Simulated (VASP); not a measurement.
# KMgF3 (Pm-3m) in VASP: a series of runs

KMgF3 is run at these levels: PBE; tasks: relaxation of cell and atoms.

All numbers are computed with VASP 6.6.1; they aren't measurements. Logs are shortened: lines on timing, memory, paths and dates and some standing lists are left out, and cuts for length are marked.

### 1 The cell of the first run

It takes space group Pm-3m (No. 221, cubic). Conventional cell: a = 3.837 Å, b = 3.837 Å, c = 3.837 Å, α = 90.00°, β = 90.00°, γ = 90.00°. Within 3.6 Å of K (site symmetry m-3m) lie 12 F at 2.71 Å and 8 Mg at 3.32 Å. Within 2.5 Å of Mg (site symmetry m-3m) lie 6 F at 1.92 Å. Within 2.5 Å of F (site symmetry 4/mmm) lie 2 Mg at 1.92 Å.

### 2 Relaxation of cell and atoms, PBE, target pressure 15 GPa, at which the enthalpy is minimised

Contents of INCAR:

```
SYSTEM = KMgF3
PREC = Accurate
ENCUT = 600
EDIFF = 1E-6
ISMEAR = 0
SIGMA = 0.02
LREAL = .False.
LASPH = .True.
NELM = 100
ALGO = Normal
ISIF = 3
LWAVE = .False.
LCHARG = .False.
GGA = PE
IBRION = 2
NSW = 70
EDIFFG = -0.008
PSTRESS = 150.0
```

Contents of KPOINTS:

```
regular mesh
0
Gamma
  6 6 6
  0 0 0
```

Contents of POSCAR:

```
KMgF3
1.0
    3.8369918601      0.0000000000      0.0000000000
    0.0000000000      3.8369918601      0.0000000000
    0.0000000000      0.0000000000      3.8369918601
K Mg F
1 1 3
Direct
    0.5000000000      0.5000000000      0.5000000000
    0.0000000000      0.0000000000      0.0000000000
    0.0000000000      0.5000000000      0.0000000000
    0.0000000000      0.0000000000      0.5000000000
    0.5000000000      0.0000000000      0.0000000000
```

Potentials or basis: VASP PAW PBE potentials, release 64 (K_sv, Mg, F).

On the command line:

```bash
$ cat potpaw_PBE.64/K_sv/POTCAR potpaw_PBE.64/Mg/POTCAR potpaw_PBE.64/F/POTCAR > POTCAR
$ mpirun -np 1 vasp_std > vasp.out
```

OUTCAR:

```text
SYSTEM = KMgF3
   PREC = Accurate
   ENCUT = 600
   EDIFF = 1E-6
   ISMEAR = 0
   LREAL = .False.
   LASPH = .True.
   NELM = 100
   ISIF = 3
   GGA = PE
   IBRION = 2
   NSW = 70
   EDIFFG = -0.008
   PSTRESS = 150.0

 ion  position               nearest neighbor table
   1  0.500  0.500  0.500-   3 2.71   4 2.71   5 2.71   3 2.71   5 2.71   4 2.71   5 2.71   5 2.71
                             3 2.71   4 2.71   3 2.71   4 2.71   2 3.32   2 3.32   2 3.32   2 3.32
   2  0.000  0.000  0.000-   3 1.92   4 1.92   5 1.92   4 1.92   3 1.92   5 1.92   1 3.32   1 3.32
                             1 3.32   1 3.32   1 3.32   1 3.32   1 3.32   1 3.32
   3  0.000  0.500  0.000-   2 1.92   2 1.92   1 2.71   1 2.71   1 2.71   1 2.71
   4  0.000  0.000  0.500-   2 1.92   2 1.92   1 2.71   1 2.71   1 2.71   1 2.71
   5  0.500  0.000  0.000-   2 1.92   2 1.92   1 2.71   1 2.71   1 2.71   1 2.71

  LATTYP: Found a simple cubic cell.
 ALAT       =     3.8369918601

  Lattice vectors:

 A1 = (   3.8369918601,   0.0000000000,   0.0000000000)
 A2 = (   0.0000000000,   3.8369918601,   0.0000000000)
 A3 = (   0.0000000000,   0.0000000000,   3.8369918601)

Analysis of symmetry for initial positions (statically):
=====================================================================
 Subroutine PRICEL returns:
 Original cell was already a primitive cell.

 Routine SETGRP: Setting up the symmetry group for a
 simple cubic supercell.

 Subroutine GETGRP returns: Found 48 space group operations
 (whereof 48 operations were pure point group operations)
 out of a pool of 48 trial point group operations.

The static configuration has the point symmetry O_h .

Analysis of symmetry for dynamics (positions and initial velocities):
=====================================================================
 Subroutine PRICEL returns:
 Original cell was already a primitive cell.

 Routine SETGRP: Setting up the symmetry group for a
 simple cubic supercell.

 Subroutine GETGRP returns: Found 48 space group operations
 (whereof 48 operations were pure point group operations)
 out of a pool of 48 trial point group operations.

The dynamic configuration has the point symmetry O_h .

 Subroutine INISYM returns: Found 48 space group operations
 (whereof 48 operations are pure point group operations),
 and found     1 'primitive' translations

----------------------------------------------------------------------------------------

                                     Primitive cell

  volume of cell :      56.4901

  direct lattice vectors                    reciprocal lattice vectors
     3.836991860  0.000000000  0.000000000     0.260620829  0.000000000  0.000000000
     0.000000000  3.836991860  0.000000000     0.000000000  0.260620829  0.000000000
     0.000000000  0.000000000  3.836991860     0.000000000  0.000000000  0.260620829

  length of vectors
     3.836991860  3.836991860  3.836991860     0.260620829  0.260620829  0.260620829

  position of ions in fractional coordinates (direct lattice)
     0.500000000  0.500000000  0.500000000
     0.000000000  0.000000000  0.000000000
     0.000000000  0.500000000  0.000000000
     0.000000000  0.000000000  0.500000000
     0.500000000  0.000000000  0.000000000

  ion indices of the primitive-cell ions
   primitive index   ion index
                 1           1
                 2           2
                 3           3
                 4           4
                 5           5

[... 75 lines left out ...]
   TEBEG  =    0.0;   TEEND  =   0.0 temperature during run
   PSTRESS=  150.0 pullay stress
   NELECT =      32.0000    total number of electrons
   NUPDOWN=      -1.0000    fix difference up-down
   EMIN   =  10.00;   EMAX   =-10.00  energy-range for DOS
   EFERMI =   0.00;   METHOD = LEGACY
   ISMEAR =     0;   SIGMA  =   0.02  broadening in eV -4-tet -1-fermi 0-gaus
   EFERMI_NEDOS =   21; number of points for ismear=-14 and -15
   IALGO  =     38    algorithm
   IMIX   =      4    mixing-type and parameters
     AMIX     =   0.40;   BMIX     =  1.00
     AMIX_MAG =   1.60;   BMIX_MAG =  1.00
  volume/ion in A,a.u.               =      11.30        76.24
  Fermi-wavevector in a.u.,A,eV,Ry     =   1.354567  2.559761 24.964688  1.834853
  Thomas-Fermi vector in A             =   2.481728
   LORBIT       =      0    0 simple, 1 ext, 2 COOP (PROOUT), +10 PAW based schemes
   GGA     = PE    functional components
   LHFCALC =     F    Hartree Fock is set to
   AEXX    =    0.0000 exact exchange contribution
   IVDW    =     0    specifies the selected vdW correction
   LEPSILON=     F    determine dielectric tensor
   LRPA    =     F    only Hartree local field effects (RPA)
 conjugate gradient relaxation of ions
 non-spin polarized calculation
 Gauss-broadening in eV      SIGMA  =   0.02
  energy-cutoff  :      600.00
  volume of cell :       56.49
 maximum number of plane-waves:      1924
 NGX is ok and might be reduce to    32
   NGX = 15   NGY = 15   NGZ = 15

--------------------------------------- Ionic step        1  -------------------------------------------

 number of electron      31.9999976 magnetization

 Free energy of the ion-electron system (eV)
  ---------------------------------------------------
  ext. energy  EPLUGINS =         0.00000000
  ---------------------------------------------------
  free energy    TOTEN  =       -24.03150546 eV

  energy without entropy =      -24.03150546  energy(sigma->0) =      -24.03150546

------------------------ aborting loop because EDIFF is reached ----------------------------------------

  FORCE on cell =-STRESS in cart. coord.  units (eV):
  Direction    XX          YY          ZZ          XY          YZ          ZX
  --------------------------------------------------------------------------------------
  -------------------------------------------------------------------------------------
  Total        5.3940530      5.3940530      5.3940530      0.0000000      0.0000000      0.0000000
  in kB      152.9865181    152.9865181    152.9865181      0.0000000      0.0000000      0.0000000
  external PRESSURE =       2.9865181 kB  Pullay stress =     150.0000000 kB

 VOLUME and BASIS-vectors are now :
 -----------------------------------------------------------------------------
  energy-cutoff  :      600.00
  volume of cell :       56.49
      direct lattice vectors                 reciprocal lattice vectors
     3.836991860  0.000000000  0.000000000     0.260620829  0.000000000  0.000000000
     0.000000000  3.836991860  0.000000000     0.000000000  0.260620829  0.000000000
     0.000000000  0.000000000  3.836991860     0.000000000  0.000000000  0.260620829

 POSITION                                       TOTAL-FORCE (eV/Angst)
 -----------------------------------------------------------------------------------
      1.91850      1.91850      1.91850         0.000000      0.000000      0.000000
      0.00000      0.00000      0.00000         0.000000      0.000000      0.000000
      0.00000      1.91850      0.00000         0.000000      0.000000      0.000000
      0.00000      0.00000      1.91850         0.000000      0.000000      0.000000
      1.91850      0.00000      0.00000         0.000000      0.000000      0.000000
 -----------------------------------------------------------------------------------
    total drift:                                0.000000      0.000000     -0.000000

  FREE ENERGIE OF THE ION-ELECTRON SYSTEM (eV)
  ---------------------------------------------------
  free  energy   TOTEN  =       -24.0315054638 eV

  energy  without entropy=      -24.0315054638  energy(sigma->0) =      -24.03150546

  enthalpy is  TOTEN    =       -18.7427521521 eV   P V=        5.2887533117

--------------------------------------- Ionic step        2  -------------------------------------------

 number of electron      31.9999972 magnetization

 Free energy of the ion-electron system (eV)
  ---------------------------------------------------
  ext. energy  EPLUGINS =         0.00000000
  ---------------------------------------------------
  free energy    TOTEN  =       -24.04773962 eV

  energy without entropy =      -24.04773962  energy(sigma->0) =      -24.04773962

 E-fermi :  -0.8192     XC(G=0): -10.2497

 val. band max:       -0.9966643299   @ k =   0.5000   0.5000   0.5000
 cond. band min:       7.2104515803   @ k =   0.0000   0.0000   0.0000
 fundamental gap:      8.2071159102
 Fermi energy:        -0.8192422015

 k-point     1 :       0.0000    0.0000    0.0000
  band No.  band energies     occupation
      1     -26.4545      2.00000
      2     -21.4255      2.00000
      3     -20.6199      2.00000
      4     -20.6199      2.00000
      5      -9.9618      2.00000
      6      -9.9618      2.00000
[... 449 lines left out ...]
     19       9.8891      0.00000
     20      13.5849      0.00000

------------------------ aborting loop because EDIFF is reached ----------------------------------------

  FORCE on cell =-STRESS in cart. coord.  units (eV):
  Direction    XX          YY          ZZ          XY          YZ          ZX
  --------------------------------------------------------------------------------------
  -------------------------------------------------------------------------------------
  Total        5.2656062      5.2656062      5.2656062      0.0000000     -0.0000000      0.0000000
  in kB      148.8892299    148.8892299    148.8892299      0.0000000     -0.0000000      0.0000000
  external PRESSURE =      -1.1107701 kB  Pullay stress =     150.0000000 kB

 VOLUME and BASIS-vectors are now :
 -----------------------------------------------------------------------------
  energy-cutoff  :      600.00
  volume of cell :       56.66
      direct lattice vectors                 reciprocal lattice vectors
     3.840890196  0.000000000  0.000000000     0.260356310 -0.000000000  0.000000000
     0.000000000  3.840890196  0.000000000    -0.000000000  0.260356310 -0.000000000
    -0.000000000  0.000000000  3.840890196     0.000000000 -0.000000000  0.260356310

 POSITION                                       TOTAL-FORCE (eV/Angst)
 -----------------------------------------------------------------------------------
      1.92045      1.92045      1.92045         0.000000      0.000000      0.000000
      0.00000      0.00000      0.00000        -0.000000     -0.000000      0.000000
      0.00000      1.92045      0.00000        -0.000000     -0.000000      0.000000
     -0.00000      0.00000      1.92045        -0.000000      0.000000      0.000000
      1.92045      0.00000      0.00000        -0.000000     -0.000000      0.000000
 -----------------------------------------------------------------------------------
    total drift:                                0.000000      0.000000     -0.000000

  FREE ENERGIE OF THE ION-ELECTRON SYSTEM (eV)
  ---------------------------------------------------
  free  energy   TOTEN  =       -24.0477396212 eV

  energy  without entropy=      -24.0477396212  energy(sigma->0) =      -24.04773962

  enthalpy is  TOTEN    =       -18.7428500037 eV   P V=        5.3048896175

 reached required accuracy - stopping structural energy minimisation
```

It took 33 s on 1 thread of Intel Xeon Platinum 8488C (Sapphire Rapids), shared host; peak memory 0.19 GiB.

What came out:

```
Free energy                                            : -24.0477 eV
Relaxed volume                                         : 11.33 Å³/atom
Relaxed cell                                           : a = 3.841 Å, b = 3.841 Å, c = 3.841 Å, α = 90.00°, β = 90.00°, γ = 90.00°
Space group after relaxing (to 0.05 Å)                 : Pm-3m (No. 221)
Energy change on relaxing (the enthalpy is what falls) : -3.2 meV/atom
Ionic steps                                            : 2
Pressure after relaxing                                : 14.9 GPa
Band gap on the k mesh                                 : 8.21 eV, indirect (least direct gap 8.52 eV)
```

Step by step:
```csv
step,energy change (eV),largest force (eV/Å),pressure (GPa),volume (Å³)
1,0.0000,0.0000,15.30,56.49
2,-0.0162,0.0000,14.89,56.66
```

Final structure:
```
CELL_PARAMETERS angstrom
3.84089 0.00000 0.00000
0.00000 3.84089 0.00000
0.00000 0.00000 3.84089
ATOMIC_POSITIONS crystal
K 0.50000 0.50000 0.50000
Mg 0.00000 0.00000 0.00000
F 0.00000 0.50000 0.00000
F 0.00000 0.00000 0.50000
F 0.50000 0.00000 0.00000
```

Levels at points of the mesh, in eV from the valence-band top:
| k point | band 12 | band 13 | band 14 | band 15 | band 16 | band 17 | band 18 | band 19 | band 20 |
| --- | --- | --- | --- | --- | --- | --- | --- | --- | --- |
| (0.00, 0.00, 0.00) | -0.74 | -0.74 | -0.32 | -0.32 | -0.32 | 8.21 | 10.22 | 10.22 | 12.51 |
| (0.50, 0.00, 0.00) | -1.05 | -0.99 | -0.99 | -0.60 | -0.60 | 10.83 | 11.41 | 11.65 | 13.20 |
| (0.50, 0.50, 0.00) | -1.25 | -1.23 | -0.98 | -0.98 | -0.03 | 11.56 | 12.24 | 13.33 | 13.33 |
| (0.50, 0.50, 0.50) | -1.22 | -1.22 | 0.00 | 0.00 | 0.00 | 10.89 | 10.89 | 10.89 | 14.58 |

Caveat: the cell is relaxed towards a set pressure, so the enthalpy falls and the energy may rise.

### 3 Relaxation of cell and atoms, PBE, target pressure 8 GPa, at which the enthalpy is minimised

This run uses another cell than the first one, of 12.04 Å³/atom, 1.065 times its volume.

Contents of INCAR:

```
SYSTEM = KMgF3
  PREC = Accurate
  ENCUT = 600
  EDIFF = 1E-6
  ISMEAR = 0
  SIGMA = 0.02
  LREAL = .False.
  LASPH = .True.
  NELM = 80
  ALGO = Normal
  ISIF = 3
  LWAVE = .False.
  LCHARG = .False.
  GGA = PE
  IBRION = 2
  NSW = 70
  EDIFFG = -0.008
  PSTRESS = 80.0
```

KPOINTS is that of step 2.

POSCAR: that of step 2 with these lines changed.

```diff
@@ -2,5 +2,5 @@
 1.0
-    3.8369918601      0.0000000000      0.0000000000
-    0.0000000000      3.8369918601      0.0000000000
-    0.0000000000      0.0000000000      3.8369918601
+    3.9189452230      0.0000000000      0.0000000000
+    0.0000000000      3.9189452230      0.0000000000
+    0.0000000000      0.0000000000      3.9189452230
 K Mg F
```

Potentials or basis: VASP PAW PBE potentials, release 64 (K_sv, Mg, F).

On the command line:

```bash
$ cat potpaw_PBE.64/K_sv/POTCAR potpaw_PBE.64/Mg/POTCAR potpaw_PBE.64/F/POTCAR > POTCAR
$ mpirun -np 1 vasp_std > vasp.out
```

Run time: 20 s. Hardware: 1 thread of Intel Xeon Platinum 8488C (Sapphire Rapids), shared host; peak memory 0.19 GiB.

It converged, with:

| Item | Value |
| --- | --- |
| Free energy | -24.3060 eV |
| Pressure after relaxing | 7.9 GPa |
| Band gap on the k mesh | 7.70 eV, indirect (least direct gap 8.03 eV) |

Final structure:
```xyz
5
Lattice="3.9189 0.0000 0.0000 0.0000 3.9189 0.0000 0.0000 0.0000 3.9189" Properties=species:S:1:pos:R:3 pbc="T T T"
K     1.9595    1.9595    1.9595
Mg    0.0000    0.0000    0.0000
F     0.0000    1.9595    0.0000
F     0.0000    0.0000    1.9595
F     1.9595    0.0000    0.0000
```

Levels at points of the mesh, in eV from the valence-band top:
```csv
k point,band 14,band 15,band 16,band 17,band 18,band 19
"(0.00, 0.00, 0.00)",-0.32,-0.32,-0.32,7.70,10.15,10.15
"(0.50, 0.00, 0.00)",-0.92,-0.56,-0.56,10.44,10.98,11.26
"(0.50, 0.50, 0.00)",-0.94,-0.94,-0.02,11.22,11.95,13.11
"(0.50, 0.50, 0.50)",0.00,0.00,0.00,10.65,10.65,10.65
```

Caveat: the relaxation stopped at its first step, so nothing moved; the cell is relaxed towards a set pressure, so the enthalpy falls and the energy may rise. Expect the measured gap to be larger: semilocal functionals such as PBE lack the derivative discontinuity.

### 4 Relaxation of cell and atoms, PBE

This run uses another cell than the first one, of 12.59 Å³/atom, 1.115 times its volume.

Contents of INCAR:

```
PREC = Accurate ; ENCUT = 600
EDIFF = 1E-6 ; ISMEAR = 0
SIGMA = 0.02 ; LREAL = False
LASPH = True ; NELM = 100
ALGO = Normal ; ISIF = 3
LWAVE = False ; LCHARG = False
GGA = PE ; IBRION = 2
NSW = 100 ; EDIFFG = -0.005
```

Contents of KPOINTS:

```
regular mesh
0
Gamma
  6 6 6
```

POSCAR: that of step 3 with these lines changed.

```diff
@@ -2,5 +2,5 @@
 1.0
-    3.9189452230      0.0000000000      0.0000000000
-    0.0000000000      3.9189452230      0.0000000000
-    0.0000000000      0.0000000000      3.9189452230
+    3.9784682300      0.0000000000      0.0000000000
+    0.0000000000      3.9784682300      0.0000000000
+    0.0000000000      0.0000000000      3.9784682300
 K Mg F
```

On the command line:

```bash
$ cat potpaw_PBE.64/K_sv/POTCAR potpaw_PBE.64/Mg/POTCAR potpaw_PBE.64/F/POTCAR > POTCAR
$ mpirun -np 1 vasp_std > vasp.out
```

Run time: 56 s. Hardware: 1 thread of Intel Xeon Platinum 8259CL at 2.50GHz (Skylake/Cascade Lake), shared host; peak memory 0.2 GiB.

Results (log left out):

- Free energy: -24.4488 eV
- Relaxed volume: 13.24 Å³/atom
- Relaxed cell: a = 4.045 Å, b = 4.045 Å, c = 4.045 Å, α = 90.00°, β = 90.00°, γ = 90.00°
- Space group after relaxing (to 0.05 Å): Pm-3m (No. 221)
- Energy gained by relaxing: 7.1 meV/atom
- Ionic steps: 3
- Pressure after relaxing: 0.0 GPa
- Band gap on the k mesh: 6.98 eV, indirect (least direct gap 7.30 eV)

Step by step:
```csv
step,energy change (eV),largest force (eV/Å),pressure (GPa),volume (Å³)
1,0.0000,0.0000,3.72,62.97
2,-0.0346,0.0000,0.52,65.67
3,-0.0354,0.0000,-0.03,66.20
```

Final structure:
```xyz
5
Lattice="4.0452 0.0000 0.0000 0.0000 4.0452 0.0000 0.0000 0.0000 4.0452" Properties=species:S:1:pos:R:3 pbc="T T T"
K     2.0226    2.0226    2.0226
Mg    0.0000    0.0000    0.0000
F     0.0000    2.0226    0.0000
F     0.0000    0.0000    2.0226
F     2.0226    0.0000    0.0000
```

Levels at points of the mesh, in eV from the valence-band top:
| k point | band 13 | band 14 | band 15 | band 16 | band 17 | band 18 | band 19 | band 20 |
| --- | --- | --- | --- | --- | --- | --- | --- | --- |
| (0.00, 0.00, 0.00) | -0.58 | -0.32 | -0.32 | -0.32 | 6.98 | 10.02 | 10.02 | 12.12 |
| (0.50, 0.00, 0.00) | -0.81 | -0.80 | -0.50 | -0.50 | 9.84 | 10.00 | 11.00 | 12.60 |
| (0.50, 0.50, 0.00) | -0.96 | -0.86 | -0.86 | -0.02 | 10.65 | 11.48 | 12.22 | 12.22 |
| (0.50, 0.50, 0.50) | -1.08 | 0.00 | 0.00 | 0.00 | 10.27 | 10.27 | 10.27 | 13.62 |

(Continued in part 2 of 2.)
